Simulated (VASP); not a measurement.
# ScTi2O2 (R-3m) in VASP: further runs

The runs below take ScTi2O2 through single point, with PBE.

Program: VASP 6.6.1. These are calculated values, not measurements. Logs are shortened: lines on timing, memory, paths and dates and some standing lists are left out, and cuts for length are marked.

## 1. The cell of the first run

Symmetry: R-3m, No. 166, trigonal system. The conventional cell has a = 3.048 Å, b = 3.048 Å, c = 22.230 Å, α = 90.00°, β = 90.00°, γ = 120.00°. Sc (site symmetry -3m) has 6 O at 2.19 Å within 2.9 Å. Within 2.9 Å of Ti (site symmetry 3m) lie 3 O at 2.17 Å and 3 Ti at 2.86 Å. O (site symmetry 3m) has 3 Ti at 2.17 Å and 3 Sc at 2.19 Å within 2.9 Å.

## 2. Single point, PBE

File INCAR:

```
PREC     = Accurate       # precision mode
ENCUT    = 520            # plane-wave cutoff, eV
EDIFF    = 1E-6           # SCF threshold, eV
ISMEAR   = 0              # smearing method
SIGMA    = 0.1            # smearing width, eV
LREAL    = False          # projectors in reciprocal space
LASPH    = True           # aspherical terms in the spheres
NELM     = 60             # most SCF steps
ALGO     = Normal         # electronic algorithm
ISIF     = 2              # what is computed and relaxed
LWAVE    = False          # write WAVECAR
LCHARG   = True           # write CHGCAR
GGA      = PE             # functional
LELF     = True           # ELF
LVHAR    = True         
NBANDS   = 32             # bands
```

File KPOINTS:

```
regular mesh
0
Gamma
  12 12 12
```

File POSCAR:

```
ScTi2O2
1.0
    1.5239444666      0.8798497480      7.4101329136
   -1.5239444666      0.8798497480      7.4101329136
    0.0000000000     -1.7596994961      7.4101329136
Sc Ti O
1 2 2
Direct
    0.0000000000      0.0000000000      0.0000000000
    0.7825199607      0.7825199607      0.7825199607
    0.2174800393      0.2174800393      0.2174800393
    0.6083038545      0.6083038545      0.6083038545
    0.3916961455      0.3916961455      0.3916961455
```

Potentials or basis: VASP PAW PBE potentials, release 64 (Sc_sv, Ti_sv, O).

Started as:

```bash
cat potpaw_PBE.64/Sc_sv/POTCAR potpaw_PBE.64/Ti_sv/POTCAR potpaw_PBE.64/O/POTCAR > POTCAR
mpirun -np 1 vasp_std > vasp.out
```

OUTCAR:

```text
PREC = Accurate
   ENCUT = 520
   EDIFF = 1E-6
   ISMEAR = 0
   LREAL = False
   LASPH = True
   NELM = 60
   ISIF = 2
   GGA = PE

 ion  position               nearest neighbor table
   1  0.000  0.000  0.000-   4 2.19   4 2.19   5 2.19   5 2.19   4 2.19   5 2.19   3 3.12   2 3.12
                             3 3.12   2 3.12   3 3.12   2 3.12
   2  0.783  0.783  0.783-   5 2.17   5 2.17   5 2.17   3 2.86   3 2.86   3 2.86   1 3.12   1 3.12
                             1 3.12
   3  0.217  0.217  0.217-   4 2.17   4 2.17   4 2.17   2 2.86   2 2.86   2 2.86   1 3.12   1 3.12
                             1 3.12
   4  0.608  0.608  0.608-   3 2.17   3 2.17   3 2.17   1 2.19   1 2.19   1 2.19
   5  0.392  0.392  0.392-   2 2.17   2 2.17   2 2.17   1 2.19   1 2.19   1 2.19

  LATTYP: Found a trigonal (rhomboedric) cell.
 ALAT       =     7.6162072000
 COS(alpha) =     0.9199261376

  Lattice vectors:

 A1 = (   1.5239444666,   0.8798497480,   7.4101329136)
 A2 = (  -1.5239444666,   0.8798497480,   7.4101329136)
 A3 = (   0.0000000000,  -1.7596994961,   7.4101329136)

Analysis of symmetry for initial positions (statically):
=====================================================================
 Subroutine PRICEL returns:
 Original cell was already a primitive cell.

 Routine SETGRP: Setting up the symmetry group for a
 trigonal (rhombohedral) supercell.

 Subroutine GETGRP returns: Found 12 space group operations
 (whereof 12 operations were pure point group operations)
 out of a pool of 12 trial point group operations.

The static configuration has the point symmetry D_3d.

Analysis of symmetry for dynamics (positions and initial velocities):
=====================================================================
 Subroutine PRICEL returns:
 Original cell was already a primitive cell.

 Routine SETGRP: Setting up the symmetry group for a
 trigonal (rhombohedral) supercell.

 Subroutine GETGRP returns: Found 12 space group operations
 (whereof 12 operations were pure point group operations)
 out of a pool of 12 trial point group operations.

The dynamic configuration has the point symmetry D_3d.

 Subroutine INISYM returns: Found 12 space group operations
 (whereof 12 operations are pure point group operations),
 and found     1 'primitive' translations

----------------------------------------------------------------------------------------

                                     Primitive cell

  volume of cell :      59.6149

  direct lattice vectors                    reciprocal lattice vectors
     1.523944467  0.879849748  7.410132914     0.328095945  0.189426282  0.044983449
    -1.523944467  0.879849748  7.410132914    -0.328095945  0.189426282  0.044983449
     0.000000000 -1.759699496  7.410132914     0.000000000 -0.378852564  0.044983449

  length of vectors
     7.616207200  7.616207200  7.616207200     0.381513796  0.381513796  0.381513796

  position of ions in fractional coordinates (direct lattice)
     0.000000000  0.000000000  0.000000000
     0.782519961  0.782519961  0.782519961
     0.217480039  0.217480039  0.217480039
     0.608303855  0.608303855  0.608303855
     0.391696145  0.391696145  0.391696145

  ion indices of the primitive-cell ions
   primitive index   ion index
                 1           1
                 2           2
                 3           3
                 4           4
                 5           5

----------------------------------------------------------------------------------------

 KPOINTS: regular mesh

Automatic generation of k-mesh.
 Grid dimensions read from file:
 generate k-points for:   12   12   12

 Generating k-lattice:

  Cartesian coordinates                     Fractional coordinates (reciprocal lattice)
     0.027341329  0.015785524  0.003748621     0.083333333  0.000000000  0.000000000
    -0.027341329  0.015785524  0.003748621     0.000000000  0.083333333  0.000000000
     0.000000000 -0.031571047  0.003748621    -0.000000000 -0.000000000  0.083333333

  Length of vectors
     0.031792816  0.031792816  0.031792816

  Shift w.r.t. Gamma in fractional coordinates (k-lattice)
     0.000000000  0.000000000  0.000000000

 Subroutine IBZKPT returns following result:
 ===========================================

 Found    189 irreducible k-points:

 Following reciprocal coordinates:
            Coordinates               Weight
  0.000000  0.000000  0.000000      1.000000
  0.083333  0.000000  0.000000      6.000000
  0.166667  0.000000 -0.000000      6.000000
  0.250000  0.000000 -0.000000      6.000000
  0.333333  0.000000 -0.000000      6.000000
  0.416667  0.000000  0.000000      6.000000
[... 16 lines left out ...]
  0.500000  0.166667  0.000000     12.000000
 -0.416667  0.166667 -0.000000     12.000000
 [... further k-points ...]
   k-points           NKPTS =    189   k-points in BZ     NKDIM =    189   number of bands    NBANDS=     32
   number of dos      NEDOS =    301   number of ions     NIONS =      5
   total plane-waves  NPLWV = 216000
   dimension x,y,z NGX =    60 NGY =   60 NGZ =   60
   dimension x,y,z NGXF=   120 NGYF=  120 NGZF=  120
   ions per type =               1   2   2
   NGX,Y,Z   is equivalent  to a cutoff of  13.10, 13.10, 13.10 a.u.
   NGXF,Y,Z  is equivalent  to a cutoff of  26.19, 26.19, 26.19 a.u.
 SYSTEM =  unknown system
   PREC   = accura    normal or accurate (medium, high low for compatibility)
   ISTART =      0    job   : 0-new  1-cont  2-samecut
   ICHARG =      2    charge: 1-file 2-atom 10-const
   ISPIN  =      1    spin polarized calculation?
   LNONCOLLINEAR =      F non collinear calculations
   LSORBIT =      F    spin-orbit coupling
   LASPH  =      T    aspherical Exc in radial PAW
   ENCUT  =  520.0 eV  38.22 Ry    6.18 a.u.  14.16 14.16 14.16*2*pi/ulx,y,z
   NELM   =     60;   NELMIN=  2; NELMDL= -5     # of ELM steps
   EDIFF  = 0.1E-05   stopping-criterion for ELM
   LREAL  =      F    real-space projection
   EDIFFG = 0.1E-04   stopping-criterion for IOM
   NSW    =      0    number of steps for IOM
   IBRION =     -1    ionic relax: 0-MD 1-quasi-New 2-CG
   NFREE  =      0    steps in history (QN), initial steepest desc. (CG)
   ISIF   =      2    stress and relaxation
   ISYM   =      2    0-nonsym 1-usesym 2-fastsym
   POTIM  = 0.5000    time-step for ionic-motion
   TEBEG  =    0.0;   TEEND  =   0.0 temperature during run
   PSTRESS=    0.0 pullay stress
   NELECT =      47.0000    total number of electrons
   NUPDOWN=      -1.0000    fix difference up-down
   EMIN   =  10.00;   EMAX   =-10.00  energy-range for DOS
   EFERMI =   0.00;   METHOD = LEGACY
   ISMEAR =     0;   SIGMA  =   0.10  broadening in eV -4-tet -1-fermi 0-gaus
   EFERMI_NEDOS =   21; number of points for ismear=-14 and -15
   IALGO  =     38    algorithm
   IMIX   =      4    mixing-type and parameters
     AMIX     =   0.40;   BMIX     =  1.00
     AMIX_MAG =   1.60;   BMIX_MAG =  1.00
  volume/ion in A,a.u.               =      11.92        80.46
  Fermi-wavevector in a.u.,A,eV,Ry     =   1.512362  2.857950 31.119782  2.287239
  Thomas-Fermi vector in A             =   2.622297
   LORBIT       =      0    0 simple, 1 ext, 2 COOP (PROOUT), +10 PAW based schemes
   GGA     = PE    functional components
   LHFCALC =     F    Hartree Fock is set to
   AEXX    =    0.0000 exact exchange contribution
   IVDW    =     0    specifies the selected vdW correction
   LEPSILON=     F    determine dielectric tensor
   LRPA    =     F    only Hartree local field effects (RPA)
 non-spin polarized calculation
 Gauss-broadening in eV      SIGMA  =   0.10
  energy-cutoff  :      520.00
  volume of cell :       59.61
 maximum number of plane-waves:      1624
 NGX is ok and might be reduce to    60
   NGX = 29   NGY = 29   NGZ = 29

 number of electron      46.9999997 magnetization

 Free energy of the ion-electron system (eV)
  ---------------------------------------------------
  ext. energy  EPLUGINS =         0.00000000
  ---------------------------------------------------
  free energy    TOTEN  =       -42.94208457 eV

  energy without entropy =      -42.92979933  energy(sigma->0) =      -42.93594195

 E-fermi :   9.1670     XC(G=0): -12.0812

 val. band max:        9.1644543651   @ k =   0.2500   0.1667   0.1667
 cond. band min:       9.1738525817   @ k =  -0.1667   0.4167   0.0833
 fundamental gap:      0.0093982165
 Fermi energy:         9.1670279312

 k-point     1 :       0.0000    0.0000    0.0000
  band No.  band energies     occupation
      1     -48.1813      2.00000
      2     -48.1129      2.00000
      3     -41.1593      2.00000
      4     -24.6311      2.00000
      5     -24.3166      2.00000
      6     -24.2523      2.00000
[... 24 lines left out ...]
     31      11.1647      0.00000
     32      11.1647      0.00000

 k-point     2 :       0.0833    0.0000    0.0000
  band No.  band energies     occupation
      1     -48.1771      2.00000
      2     -48.1107      2.00000
      3     -41.1520      2.00000
      4     -24.6217      2.00000
      5     -24.3410      2.00000
      6     -24.2594      2.00000
[... 24 lines left out ...]
     31      10.9219      0.00000
     32      11.2041      0.00000

 k-point     3 :       0.1667    0.0000   -0.0000
  band No.  band energies     occupation
      1     -48.1651      2.00000
      2     -48.1048      2.00000
      3     -41.1320      2.00000
      4     -24.5964      2.00000
      5     -24.4047      2.00000
      6     -24.2920      2.00000
[... 24 lines left out ...]
     31      11.0551      0.00000
     32      11.3104      0.00000

 k-point     4 :       0.2500    0.0000   -0.0000
  band No.  band energies     occupation
      1     -48.1482      2.00000
      2     -48.0973      2.00000
      3     -41.1046      2.00000
      4     -24.5670      2.00000
      5     -24.4887      2.00000
      6     -24.3748      2.00000
[... 24 lines left out ...]
     31      11.3576      0.00000
     32      11.4466      0.00000

 k-point     5 :       0.3333    0.0000   -0.0000
  band No.  band energies     occupation
      1     -48.1302      2.00000
      2     -48.0908      2.00000
      3     -41.0770      2.00000
      4     -24.5764      2.00000
      5     -24.5638      2.00000
      6     -24.4174      2.00000
[... 584 lines left out ...]
     31      11.4108      0.00000
     32      11.8066      0.00000

 k-point    22 :       0.4167    0.1667    0.0000
  band No.  band energies     occupation
      1     -48.1232      2.00000
      2     -48.0889      2.00000
      3     -41.0669      2.00000
      4     -24.5618      2.00000
      5     -24.5575      2.00000
      6     -24.4543      2.00000
[... 24 lines left out ...]
     31      11.6810      0.00000
     32      11.9683      0.00000

 k-point    23 :       0.5000    0.1667    0.0000
  band No.  band energies     occupation
      1     -48.1096      2.00000
      2     -48.0870      2.00000
      3     -41.0493      2.00000
      4     -24.6059      2.00000
      5     -24.5831      2.00000
      6     -24.4407      2.00000
[... 24 lines left out ...]
     31      11.8574      0.00000
     32      11.9782      0.00000

 k-point    24 :      -0.4167    0.1667   -0.0000
  band No.  band energies     occupation
      1     -48.1037      2.00000
      2     -48.0872      2.00000
      3     -41.0428      2.00000
      4     -24.6236      2.00000
      5     -24.5930      2.00000
      6     -24.4336      2.00000
[... 24 lines left out ...]
     31      11.9722      0.00000
     32      12.1545      0.00000

 [... further k-points ...]

------------------------ aborting loop because EDIFF is reached ----------------------------------------

  FORCE on cell =-STRESS in cart. coord.  units (eV):
  Direction    XX          YY          ZZ          XY          YZ          ZX
  --------------------------------------------------------------------------------------
  -------------------------------------------------------------------------------------
  Total        0.2277529      0.2277529      0.2387637      0.0000000     -0.0000000      0.0000000
  in kB        6.1209597      6.1209597      6.4168819      0.0000000     -0.0000000      0.0000000
  external PRESSURE =       6.2196005 kB  Pullay stress =       0.0000000 kB

 VOLUME and BASIS-vectors are now :
 -----------------------------------------------------------------------------
  energy-cutoff  :      520.00
  volume of cell :       59.61
      direct lattice vectors                 reciprocal lattice vectors
     1.523944467  0.879849748  7.410132914     0.328095945  0.189426282  0.044983449
    -1.523944467  0.879849748  7.410132914    -0.328095945  0.189426282  0.044983449
     0.000000000 -1.759699496  7.410132914     0.000000000 -0.378852564  0.044983449

 POSITION                                       TOTAL-FORCE (eV/Angst)
 -----------------------------------------------------------------------------------
      0.00000      0.00000      0.00000         0.000000      0.000000     -0.000000
      0.00000     -0.00000     17.39573         0.000000     -0.000000      0.035694
      0.00000     -0.00000      4.83467         0.000000      0.000000     -0.035694
      0.00000     -0.00000     13.52284         0.000000      0.000000     -0.048280
      0.00000     -0.00000      8.70756         0.000000     -0.000000      0.048280
 -----------------------------------------------------------------------------------
    total drift:                               -0.000000      0.000000     -0.000000

  FREE ENERGIE OF THE ION-ELECTRON SYSTEM (eV)
  ---------------------------------------------------
  free  energy   TOTEN  =       -42.9420845732 eV

  energy  without entropy=      -42.9297993307  energy(sigma->0) =      -42.93594195
```

Wall time 18 min (1 thread of Intel Xeon 6975P-C (Granite Rapids), shared host); peak memory 0.73 GiB.

What came out:

| Property | Result |
| --- | --- |
| Free energy | -42.9421 eV |
| Pressure | 0.6 GPa |
| Largest force | 0.048 eV/Å |
| Band gap on the k mesh | zero (an odd number of electrons rules out a gap without spin polarisation) |

Forces on the atoms (eV/Å):
```
Sc   0.000  0.000  0.000
Ti   0.000  0.000  0.036
Ti   0.000  0.000 -0.036
O    0.000  0.000 -0.048
O    0.000  0.000  0.048
```

[end of part 1 of 2]
